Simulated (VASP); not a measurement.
Set up this calculation in VASP 6.6.1, as the native input.

```yaml
Task: relaxation of cell and atoms
Functional: PBE
Potentials_or_basis: VASP PAW PBE potentials, release 64 (Sb)
Cutoff: 600 eV
k_mesh: 15 × 15 × 15
Occupations: fermi-dirac, width 0.1 eV
Spin: no spin polarisation
Target_pressure: 8.4 GPa
Dipole_correction: no
Further_INCAR_settings: ALGO = Normal; EDIFF = 1e-06; IBRION = 2; EDIFFG = -0.005; NSW = 60; ISIF = 3
```

The structure of Sb lies in POSCAR:

```
Sb
1.0
   -1.8322105429      1.8322105429      1.8322105429
    1.8322105429     -1.8322105429      1.8322105429
    1.8322105429      1.8322105429     -1.8322105429
Sb
1
Direct
    0.0000000000      0.0000000000      0.0000000000
```

This isn't the form of Sb at room conditions, which is rhombohedral.

These files were run (other wordings do the same):

INCAR

```
SYSTEM = Sb
ALGO     = Normal         ! electronic algorithm
EDIFF    = 1E-6           ! SCF threshold, eV
EDIFFG   = -0.005         ! ionic threshold
ENCUT    = 600            ! plane-wave cutoff, eV
GGA      = PE             ! functional
IBRION   = 2              ! ionic algorithm
ISIF     = 3              ! what is computed and relaxed
ISMEAR   = -1             ! smearing method
LASPH    = .TRUE.         ! aspherical terms in the spheres
LCHARG   = .FALSE.        ! write CHGCAR
LREAL    = .FALSE.        ! projectors in reciprocal space
LWAVE    = .FALSE.        ! write WAVECAR
NELM     = 60             ! most SCF steps
NSW      = 60             ! ionic steps
PREC     = Accurate       ! precision mode
PSTRESS  = 84.0         
SIGMA    = 0.1            ! smearing width, eV
```

KPOINTS

```
k-points
0
G
  15 15 15
  0 0 0
```

Potentials or basis: VASP PAW PBE potentials, release 64 (Sb).

Launch:

```console
$ cat potpaw_PBE.64/Sb/POTCAR > POTCAR
$ mpirun -np 1 vasp_std > vasp.out
```

It gave:

```json
{
 "Relaxed volume": "24.36 Å³/atom",
 "Relaxed cell": "a = 3.163 Å, b = 3.163 Å, c = 3.163 Å, α = 109.47°, β = 109.47°, γ = 109.47°",
 "Space group after relaxing (to 0.1 Å)": "Im-3m (No. 229)",
 "Energy change on relaxing (the run minimises the enthalpy)": "+11.9 meV/atom",
 "Ionic steps": "3",
 "Pressure after relaxing": "8.4 GPa",
 "Band gap on the k mesh": "zero (an odd number of electrons rules out a gap without spin polarisation)"
}
```

Caveat: the cell is relaxed towards a set pressure, so the run minimises the enthalpy, not the energy; spin-orbit coupling is left out, which moves the levels of the heavy elements.

Run time: 61 s on 1 thread of Intel Xeon 8259CL, with other jobs on the host, peak memory 0.18 GiB.
